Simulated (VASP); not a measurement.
Here is a VASP 6.6.1 calculation.

INCAR

```
SYSTEM = H3C5
PREC     = Accurate       ! precision mode
ENCUT    = 520            ! plane-wave cutoff, eV
EDIFF    = 1E-6           ! SCF threshold, eV
ISMEAR   = 0              ! smearing method
SIGMA    = 0.05           ! smearing width, eV
LREAL    = Auto         
LASPH    = .TRUE.         ! aspherical terms in the spheres
NELM     = 100            ! most SCF steps
ALGO     = Normal         ! electronic algorithm
ISIF     = 2              ! what is computed and relaxed
LWAVE    = .FALSE.        ! write WAVECAR
LCHARG   = .FALSE.        ! write CHGCAR
GGA      = PE             ! functional
NBANDS   = 68             ! bands
```

File KPOINTS:

```
regular mesh
0
G
  1 1 1
  0 0 0
```

File POSCAR:

```
H3C5
1.0
    5.0487420000      0.0000000000      0.0000000000
    0.0000000000      5.0487420000      0.0000000000
    0.0000000000      0.0000000000     17.1355610000
H C
12 20
Direct
    0.4277869616      0.0000000000      0.0583581711
    0.0722132365      0.0000000000      0.0583581711
    0.9277869616      0.0000000000      0.0583581711
    0.5722132365      0.0000000000      0.0583581711
    0.4277869616      0.5000000000      0.0583581711
    0.0722132365      0.5000000000      0.0583581711
    0.9277869616      0.5000000000      0.0583581711
    0.5722132365      0.5000000000      0.0583581711
    0.7499390937      0.0039120636      0.3590585100
    0.2500175291      0.4957236872      0.3591017534
    0.7500246596      0.4959203699      0.3590784685
    1.2499896014      1.0037591543      0.3590705317
    0.2500000990      0.0000000000      0.0953981022
    0.7500000990      0.0000000000      0.0953981022
    0.2500000990      0.5000000000      0.0953981022
    0.7500000990      0.5000000000      0.0953981022
    0.2500000990      0.2500000990      0.1474827699
    0.7500000990      0.2500000990      0.1474827699
    0.2500000990      0.7500000990      0.1474827699
    0.7500000990      0.7500000990      0.1474827699
    0.0000071305      0.2499810844      0.1957756154
    0.4999982174      0.2499404802      0.1957750318
    0.0000198069      0.7499610794      0.2036061732
    0.4999803912      0.7499398860      0.2036024966
    0.0000140629      0.0165524402      0.2525042512
    0.5000005942      0.0165116379      0.2525034926
    0.0000025749      0.4833429793      0.2525309209
    0.4999651398      0.4833077230      0.2525225174
    0.2499999010      0.0881025412      0.2998623739
    0.7500084179      0.0882295035      0.2998481345
    0.2499838574      0.4116183794      0.2998755045
    0.7499767269      0.4117451436      0.2998584056
```

Potentials or basis: VASP PAW PBE potentials, release 64 (H, C).

Command:

```sh
$ cat potpaw_PBE.64/H/POTCAR potpaw_PBE.64/C/POTCAR > POTCAR
$ mpirun -np 1 vasp_gam > vasp.out
```

Question: Predict the largest force.

Answer: 9.775 eV/Å.

Question: Predict the band gap on the k mesh.

Answer: 1.70 eV.

Forces on the atoms (eV/Å):
```
H   -9.774 -0.053  0.112
H    9.774 -0.053  0.112
H   -9.774 -0.053  0.112
H    9.774 -0.053  0.112
H   -9.774  0.052  0.111
H    9.774  0.052  0.112
H   -9.774  0.052  0.112
H    9.774  0.052  0.112
H    0.002  0.209  0.027
H    0.000 -0.203  0.029
H   -0.001 -0.205  0.029
H    0.000  0.209  0.025
C   -0.001 -0.151  1.480
C    0.000 -0.152  1.481
C    0.000  0.152  1.480
C    0.000  0.152  1.480
C    0.000 -0.001 -2.632
C    0.001 -0.001 -2.631
C    0.000 -0.004  0.384
C    0.000 -0.006  0.384
C    0.000 -0.002 -0.359
C   -0.002  0.000 -0.359
C   -0.003  0.001 -0.009
C    0.002  0.000 -0.008
C   -0.002 -0.413 -0.107
C    0.001 -0.409 -0.107
C   -0.002  0.416 -0.115
C    0.003  0.419 -0.110
C    0.001 -0.853 -0.315
C   -0.002 -0.863 -0.310
C    0.001  0.859 -0.313
C    0.002  0.850 -0.314
```

Caveat: the k points lie up to 1.24 Å⁻¹ apart.
